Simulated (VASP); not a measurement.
# Pb (P6_3/mmc) in VASP: notebook

The runs below take Pb through single point, with r2SCAN.

All numbers are computed with VASP 6.6.1; they aren't measurements. Logs are shortened: lines on timing, memory, paths and dates and some standing lists are left out, and cuts for length are marked.

**1. The cell of the first run**

The structure is hexagonal, space group P6_3/mmc (No. 194). The conventional cell has a = 3.306 Å, b = 3.306 Å, c = 5.590 Å, α = 90.00°, β = 90.00°, γ = 120.00°. Within 4.3 Å of Pb (site symmetry -6m2) lie 12 Pb at 3.31 to 3.38 Å.

This isn't the form of Pb at room conditions, which is fcc.

**2. Single point, r2SCAN**

POSCAR reads:

```
Pb
1.0
    3.3060000000      0.0000000000      0.0000000000
   -1.6530000000      2.8630796000      0.0000000000
    0.0000000000      0.0000000000      5.5900000000
Pb
2
Direct
    0.3333333333      0.6666666667      0.2500000000
    0.6666666667      0.3333333333      0.7500000000
```

INCAR.step1 reads:

```
  PREC = Accurate
  ENCUT = 520
  ISMEAR = 1
  SIGMA = 0.1
  LREAL = F
  LASPH = T
  NELM = 60
  NBANDS = 21
  GGA = PE
  ALGO = Normal
  EDIFF = 1E-4
  LWAVE = T
  LCHARG = F
```

INCAR.step2 reads:

```
  PREC = Accurate
  ENCUT = 520
  EDIFF = 1E-6
  ISMEAR = 1
  SIGMA = 0.1
  LREAL = F
  LASPH = T
  NELM = 60
  ALGO = Normal
  ISIF = 2
  LWAVE = F
  LCHARG = F
  METAGGA = R2SCAN
  LMIXTAU = T
  NBANDS = 21
  ISTART = 1
```

KPOINTS reads:

```
Automatic mesh
0
Gamma
  11 11 6
```

Potentials or basis: VASP PAW PBE potentials, release 64 (Pb_d).

Run with:

```console
cat potpaw_PBE.64/Pb_d/POTCAR > POTCAR
cp INCAR.step1 INCAR
mpirun -np 1 vasp_std > vasp.out
cp INCAR.step2 INCAR
mpirun -np 1 vasp_std > vasp.out
```

OUTCAR:

```text
PREC = Accurate
   ENCUT = 520
   EDIFF = 1E-6
   ISMEAR = 1
   LREAL = F
   LASPH = T
   NELM = 60
   ISIF = 2
   METAGGA = R2SCAN
   ISTART = 1

 ion  position               nearest neighbor table
   1  0.333  0.667  0.250-   2 3.38   2 3.38   2 3.38   2 3.38   2 3.38   2 3.38
   2  0.667  0.333  0.750-   1 3.38   1 3.38   1 3.38   1 3.38   1 3.38   1 3.38

  LATTYP: Found a hexagonal cell.
 ALAT       =     3.3060000000
 C/A-ratio  =     1.6908650938

  Lattice vectors:

 A1 = (   3.3060000000,   0.0000000000,   0.0000000000)
 A2 = (  -1.6530000000,   2.8630796000,   0.0000000000)
 A3 = (   0.0000000000,   0.0000000000,   5.5900000000)

Analysis of symmetry for initial positions (statically):
=====================================================================
 Subroutine PRICEL returns:
 Original cell was already a primitive cell.

 Routine SETGRP: Setting up the symmetry group for a
 hexagonal supercell.

 Subroutine GETGRP returns: Found 24 space group operations
 (whereof 12 operations were pure point group operations)
 out of a pool of 24 trial point group operations.

The static configuration has the point symmetry D_3d.
 The point group associated with its full space group is D_6h.

Analysis of symmetry for dynamics (positions and initial velocities):
=====================================================================
 Subroutine PRICEL returns:
 Original cell was already a primitive cell.

 Routine SETGRP: Setting up the symmetry group for a
 hexagonal supercell.

 Subroutine GETGRP returns: Found 24 space group operations
 (whereof 12 operations were pure point group operations)
 out of a pool of 24 trial point group operations.

The dynamic configuration has the point symmetry D_3d.
 The point group associated with its full space group is D_6h.

 Subroutine INISYM returns: Found 24 space group operations
 (whereof 12 operations are pure point group operations),
 and found     1 'primitive' translations

----------------------------------------------------------------------------------------

                                     Primitive cell

  volume of cell :      52.9113

  direct lattice vectors                    reciprocal lattice vectors
     3.306000000  0.000000000  0.000000000     0.302480339  0.174637128  0.000000000
    -1.653000000  2.863079600  0.000000000     0.000000000  0.349274257  0.000000000
     0.000000000  0.000000000  5.590000000     0.000000000  0.000000000  0.178890877

  length of vectors
     3.306000000  3.305999667  5.590000000     0.349274222  0.349274257  0.178890877

  position of ions in fractional coordinates (direct lattice)
     0.333333333  0.666666667  0.250000000
     0.666666667  0.333333333  0.750000000

  ion indices of the primitive-cell ions
   primitive index   ion index
                 1           1
                 2           2

----------------------------------------------------------------------------------------

 KPOINTS: Automatic mesh

Automatic generation of k-mesh.
 Grid dimensions read from file:
 generate k-points for:   11   11    6

 Generating k-lattice:

  Cartesian coordinates                     Fractional coordinates (reciprocal lattice)
     0.027498213  0.015876103  0.000000000     0.090909091  0.000000000  0.000000000
     0.000000000  0.031752205  0.000000000     0.000000000  0.090909091  0.000000000
     0.000000000  0.000000000  0.029815146     0.000000000  0.000000000  0.166666667

  Length of vectors
     0.031752202  0.031752205  0.029815146

  Shift w.r.t. Gamma in fractional coordinates (k-lattice)
     0.000000000  0.000000000  0.000000000

 Subroutine IBZKPT returns following result:
 ===========================================

 Found     64 irreducible k-points:

 Following reciprocal coordinates:
            Coordinates               Weight
  0.000000  0.000000  0.000000      1.000000
  0.090909 -0.000000  0.000000      6.000000
  0.181818  0.000000  0.000000      6.000000
  0.272727 -0.000000  0.000000      6.000000
  0.363636  0.000000  0.000000      6.000000
  0.454545 -0.000000  0.000000      6.000000
[... 16 lines left out ...]
  0.090909  0.090909  0.166667     12.000000
  0.181818  0.090909  0.166667     24.000000
 [... further k-points ...]
   k-points           NKPTS =     64   k-points in BZ     NKDIM =     64   number of bands    NBANDS=     21
   number of dos      NEDOS =    301   number of ions     NIONS =      2
   total plane-waves  NPLWV =  32928
   dimension x,y,z NGX =    28 NGY =   28 NGZ =   42
   dimension x,y,z NGXF=    56 NGYF=   56 NGZF=   84
   ions per type =               2
   NGX,Y,Z   is equivalent  to a cutoff of  14.08, 14.08, 12.49 a.u.
   NGXF,Y,Z  is equivalent  to a cutoff of  28.16, 28.16, 24.98 a.u.
 SYSTEM =  unknown system
   PREC   = accura    normal or accurate (medium, high low for compatibility)
   ISTART =      1    job   : 0-new  1-cont  2-samecut
   ICHARG =      0    charge: 1-file 2-atom 10-const
   ISPIN  =      1    spin polarized calculation?
   LNONCOLLINEAR =      F non collinear calculations
   LSORBIT =      F    spin-orbit coupling
   LASPH  =      T    aspherical Exc in radial PAW
   ENCUT  =  520.0 eV  38.22 Ry    6.18 a.u.   6.15  6.15 10.39*2*pi/ulx,y,z
   NELM   =     60;   NELMIN=  2; NELMDL=  0     # of ELM steps
   EDIFF  = 0.1E-05   stopping-criterion for ELM
   LREAL  =      F    real-space projection
   EDIFFG = 0.1E-04   stopping-criterion for IOM
   NSW    =      0    number of steps for IOM
   IBRION =     -1    ionic relax: 0-MD 1-quasi-New 2-CG
   NFREE  =      0    steps in history (QN), initial steepest desc. (CG)
   ISIF   =      2    stress and relaxation
   ISYM   =      2    0-nonsym 1-usesym 2-fastsym
   POTIM  = 0.5000    time-step for ionic-motion
   TEBEG  =    0.0;   TEEND  =   0.0 temperature during run
   PSTRESS=    0.0 pullay stress
   NELECT =      28.0000    total number of electrons
   NUPDOWN=      -1.0000    fix difference up-down
   EMIN   =  10.00;   EMAX   =-10.00  energy-range for DOS
   EFERMI =   0.00;   METHOD = LEGACY
   ISMEAR =     1;   SIGMA  =   0.10  broadening in eV -4-tet -1-fermi 0-gaus
   EFERMI_NEDOS =   21; number of points for ismear=-14 and -15
   IALGO  =     38    algorithm
   IMIX   =      4    mixing-type and parameters
     AMIX     =   0.40;   BMIX     =  1.00
     AMIX_MAG =   1.60;   BMIX_MAG =  1.00
  volume/ion in A,a.u.               =      26.46       178.53
  Fermi-wavevector in a.u.,A,eV,Ry     =   1.324173  2.502325 23.856929  1.753435
  Thomas-Fermi vector in A             =   2.453727
   LORBIT       =      0    0 simple, 1 ext, 2 COOP (PROOUT), +10 PAW based schemes
   METAGGA = R2SCAN    functional components
   LHFCALC =     F    Hartree Fock is set to
   AEXX    =    0.0000 exact exchange contribution
   IVDW    =     0    specifies the selected vdW correction
   LEPSILON=     F    determine dielectric tensor
   LRPA    =     F    only Hartree local field effects (RPA)
 non-spin polarized calculation
 Methfessel and Paxton  Order N= 1 SIGMA  =   0.10
  energy-cutoff  :      520.00
  volume of cell :       52.91
 maximum number of plane-waves:      1437
 NGX is ok and might be reduce to    28
   NGX = 13   NGY = 13   NGZ = 21

 number of electron      28.0000006 magnetization

 Free energy of the ion-electron system (eV)
  ---------------------------------------------------
  ext. energy  EPLUGINS =         0.00000000
  ---------------------------------------------------
  free energy    TOTEN  =      -112.29395654 eV

  energy without entropy =     -112.29469562  energy(sigma->0) =     -112.29420290

 E-fermi :   8.8122     XC(G=0): -11.6908

 val. band max:        8.7509394785   @ k =   0.2727   0.0909   0.3333
 cond. band min:       8.8608446522   @ k =   0.2727  -0.0000   0.5000
 fundamental gap:      0.1099051737
 Fermi energy:         8.8121672800

 k-point     1 :       0.0000    0.0000    0.0000
  band No.  band energies     occupation
      1      -9.1100      2.00000
      2      -9.0528      2.00000
      3      -8.9948      2.00000
      4      -8.9948      2.00000
      5      -8.9641      2.00000
      6      -8.9641      2.00000
[... 13 lines left out ...]
     20      19.3922      0.00000
     21      21.7665      0.00000

 k-point     2 :       0.0909   -0.0000    0.0000
  band No.  band energies     occupation
      1      -9.0948      2.00000
      2      -9.0486      2.00000
      3      -8.9846      2.00000
      4      -8.9616      2.00000
      5      -8.9615      2.00000
      6      -8.9322      2.00000
[... 13 lines left out ...]
     20      20.1769      0.00000
     21      20.7108      0.00000

 k-point     3 :       0.1818    0.0000    0.0000
  band No.  band energies     occupation
      1      -9.1226      2.00000
      2      -9.0028      2.00000
      3      -8.9899      2.00000
      4      -8.9063      2.00000
      5      -8.8925      2.00000
      6      -8.8781      2.00000
[... 13 lines left out ...]
     20      19.4420      0.00000
     21      20.6975      0.00000

 k-point     4 :       0.2727   -0.0000    0.0000
  band No.  band energies     occupation
      1      -9.1830      2.00000
      2      -9.0330      2.00000
      3      -8.9810      2.00000
      4      -8.9140      2.00000
      5      -8.9136      2.00000
      6      -8.7804      2.00000
[... 13 lines left out ...]
     20      19.1682      0.00000
     21      20.3250      0.00000

 k-point     5 :       0.3636    0.0000    0.0000
  band No.  band energies     occupation
      1      -9.2386      2.00000
      2      -9.0697      2.00000
      3      -9.0549      2.00000
      4      -8.9441      2.00000
      5      -8.8445      2.00000
      6      -8.8205      2.00000
[... 13 lines left out ...]
     20      18.6367      0.00000
     21      20.8823      0.00000
[... 382 lines left out ...]
     20      17.9916      0.00000
     21      19.5487      0.00000

 k-point    22 :       0.4545   -0.0000    0.1667
  band No.  band energies     occupation
      1      -9.2585      2.00000
      2      -9.1226      2.00000
      3      -9.0962      2.00000
      4      -8.9386      2.00000
      5      -8.9053      2.00000
      6      -8.7608      2.00000
[... 13 lines left out ...]
     20      17.7744      0.00000
     21      20.6664      0.00000

 k-point    23 :       0.0909    0.0909    0.1667
  band No.  band energies     occupation
      1      -9.0736      2.00000
      2      -9.0515      2.00000
      3      -8.9905      2.00000
      4      -8.9652      2.00000
      5      -8.9052      2.00000
      6      -8.8897      2.00000
[... 13 lines left out ...]
     20      19.6531      0.00000
     21      20.4997      0.00000

 k-point    24 :       0.1818    0.0909    0.1667
  band No.  band energies     occupation
      1      -9.1131      2.00000
      2      -9.0267      2.00000
      3      -8.9967      2.00000
      4      -8.9342      2.00000
      5      -8.9037      2.00000
      6      -8.8475      2.00000
[... 13 lines left out ...]
     20      19.1018      0.00000
     21      19.5587      0.00000

 [... further k-points ...]
[... 5 lines left out ...]
  --------------------------------------------------------------------------------------
  -------------------------------------------------------------------------------------
  Total        3.7325513      3.7325503      2.6145183     -0.0000000     -0.0000000      0.0000000
  in kB      113.0233804    113.0233500     79.1688245     -0.0000000     -0.0000000      0.0000000
  external PRESSURE =     101.7385183 kB  Pullay stress =       0.0000000 kB

 VOLUME and BASIS-vectors are now :
 -----------------------------------------------------------------------------
  energy-cutoff  :      520.00
  volume of cell :       52.91
      direct lattice vectors                 reciprocal lattice vectors
     3.306000000  0.000000000  0.000000000     0.302480339  0.174637128  0.000000000
    -1.653000000  2.863079600  0.000000000     0.000000000  0.349274257  0.000000000
     0.000000000  0.000000000  5.590000000     0.000000000  0.000000000  0.178890877

 POSITION                                       TOTAL-FORCE (eV/Angst)
 -----------------------------------------------------------------------------------
     -0.00000      1.90872      1.39750         0.000000      0.000000      0.000000
      1.65300      0.95436      4.19250        -0.000000     -0.000000      0.000000
 -----------------------------------------------------------------------------------
    total drift:                               -0.000000      0.000000      0.000000

  FREE ENERGIE OF THE ION-ELECTRON SYSTEM (eV)
  ---------------------------------------------------
  free  energy   TOTEN  =      -112.2939565403 eV

  energy  without entropy=     -112.2946956233  energy(sigma->0) =     -112.29420290
```

Wall time 7.5 min (1 thread of Intel Xeon 8259CL, shared host); peak memory 0.22 GiB.

Results:

- Free energy: -112.2940 eV
- Pressure: 10.2 GPa
- Band gap on the k mesh: zero (bands 14 and 15 overlap by 9.04 eV)

Caveat: the cell stands under pressure; the PAW data sets were made with another functional, which shifts forces and pressure a little; spin-orbit coupling is left out, which moves the levels of the heavy elements.

**3. Single point, r2SCAN**

This run uses another cell than the first one, of 27.87 Å³/atom.

POSCAR reads:

```
Pb
1.0
    3.3930000000      0.0000000000      0.0000000000
   -1.6965000000      2.9384238000      0.0000000000
    0.0000000000      0.0000000000      5.5900000000
Pb
2
Direct
    0.3333333333      0.6666666667      0.2500000000
    0.6666666667      0.3333333333      0.7500000000
```

INCAR.step1 reads:

```
PREC     = Accurate       # precision mode
ENCUT    = 520            # plane-wave cutoff, eV
ISMEAR   = 1              # smearing method
SIGMA    = 0.1            # smearing width, eV
LREAL    = False          # projectors in reciprocal space
LASPH    = True           # aspherical terms in the spheres
NELM     = 60             # most SCF steps
NBANDS   = 21             # bands
GGA      = PE             # functional
ALGO     = Normal         # electronic algorithm
EDIFF    = 1E-4           # SCF threshold, eV
LWAVE    = True           # write WAVECAR
LCHARG   = False          # write CHGCAR
```

INCAR.step2 reads:

```
PREC     = Accurate       # precision mode
ENCUT    = 520            # plane-wave cutoff, eV
EDIFF    = 1E-6           # SCF threshold, eV
ISMEAR   = 1              # smearing method
SIGMA    = 0.1            # smearing width, eV
LREAL    = False          # projectors in reciprocal space
LASPH    = True           # aspherical terms in the spheres
NELM     = 60             # most SCF steps
ALGO     = Normal         # electronic algorithm
ISIF     = 2              # what is computed and relaxed
LWAVE    = False          # write WAVECAR
LCHARG   = False          # write CHGCAR
METAGGA  = R2SCAN         # meta-GGA
LMIXTAU  = True         
NBANDS   = 21             # bands
ISTART   = 1
```

KPOINTS reads:

```
regular mesh
0
Gamma
  11 11 6
```

Potentials or basis: VASP PAW PBE potentials, release 64 (Pb_d).

Run with:

```console
cat potpaw_PBE.64/Pb_d/POTCAR > POTCAR
cp INCAR.step1 INCAR
mpirun -np 1 vasp_std > vasp.out
cp INCAR.step2 INCAR
mpirun -np 1 vasp_std > vasp.out
```

Run time: 7.9 min. Hardware: 1 thread of Intel Xeon 8259CL, shared host; peak memory 0.22 GiB.

The run converged. Its results:

* Free energy: -112.4414 eV
* Pressure: 5.8 GPa
* Band gap on the k mesh: zero (bands 14 and 15 overlap by 8.40 eV)

Stress tensor (GPa, compression positive):
```
5.65 0.00 0.00
0.00 5.65 0.00
0.00 0.00 6.15
```

Levels at points of the mesh, in eV from the Fermi level:
```csv
k point,band 12,band 13,band 14,band 15,band 16,band 17
"(0.00, 0.00, 0.00)",-8.47,-4.68,6.59,6.59,8.59,8.64
"(0.00, 0.00, 0.50)",-11.39,1.03,1.03,7.56,7.56,7.56
```

Caveat: the cell stands under pressure; the PAW data sets were made with another functional, which shifts forces and pressure a little; spin-orbit coupling is left out, which moves the levels of the heavy elements.

**4. Single point, r2SCAN**

This run uses another cell than the first one, of 29.31 Å³/atom.

POSCAR reads:

```
Pb
1.0
    3.4800000000      0.0000000000      0.0000000000
   -1.7400000000      3.0137680000      0.0000000000
    0.0000000000      0.0000000000      5.5900000000
Pb
2
Direct
    0.3333333333      0.6666666667      0.2500000000
    0.6666666667      0.3333333333      0.7500000000
```

INCAR.step1 reads:

```
SYSTEM = Pb
  ALGO = Normal
  EDIFF = 1E-4
  ENCUT = 520
  GGA = PE
  ISMEAR = 1
  LASPH = .TRUE.
  LCHARG = .FALSE.
  LREAL = .FALSE.
  LWAVE = .TRUE.
  NBANDS = 21
  NELM = 100
  PREC = Accurate
  SIGMA = 0.1
```

INCAR.step2 reads:

```
SYSTEM = Pb
  ALGO = Normal
  EDIFF = 1E-6
  ENCUT = 520
  ISIF = 2
  ISMEAR = 1
  ISTART = 1
  LASPH = .TRUE.
  LCHARG = .FALSE.
  LMIXTAU = .TRUE.
  LREAL = .FALSE.
  LWAVE = .FALSE.
  METAGGA = R2SCAN
  NBANDS = 21
  NELM = 100
  PREC = Accurate
  SIGMA = 0.1
```

KPOINTS reads:

```
k-points
0
G
  11 11 6
  0 0 0
```

Run with:

```console
cat potpaw_PBE.64/Pb_d/POTCAR > POTCAR
cp INCAR.step1 INCAR
mpirun -np 1 vasp_std > vasp.out
cp INCAR.step2 INCAR
mpirun -np 1 vasp_std > vasp.out
```

It took 7.9 min on 1 thread of Intel Xeon 8259CL, shared host; peak memory 0.22 GiB.

It converged, with:

```
Free energy            : -112.5106 eV
Pressure               : 2.6 GPa
Band gap on the k mesh : zero (bands 14 and 15 overlap by 7.71 eV)
```

Stress tensor (GPa, compression positive):
```
1.83 0.00 0.00
0.00 1.83 0.00
0.00 0.00 4.23
```

Levels at points of the mesh, in eV from the Fermi level:
```
           k point  band 11  band 12  band 13  band 14  band 15  band 16  band 17  band 18
(0.00, 0.00, 0.00)   -12.43    -8.24    -4.40     5.90     5.90     7.90     7.90     8.61
(0.00, 0.00, 0.50)   -11.09   -11.09     1.20     1.20     6.85     6.85     6.85     6.85
```

Caveat: the PAW data sets were made with another functional, which shifts forces and pressure a little; spin-orbit coupling is left out, which moves the levels of the heavy elements.

(Part 1 of 2 ends here.)

The gap in the log of VASP goes by the Fermi energy; the results here count the filled bands.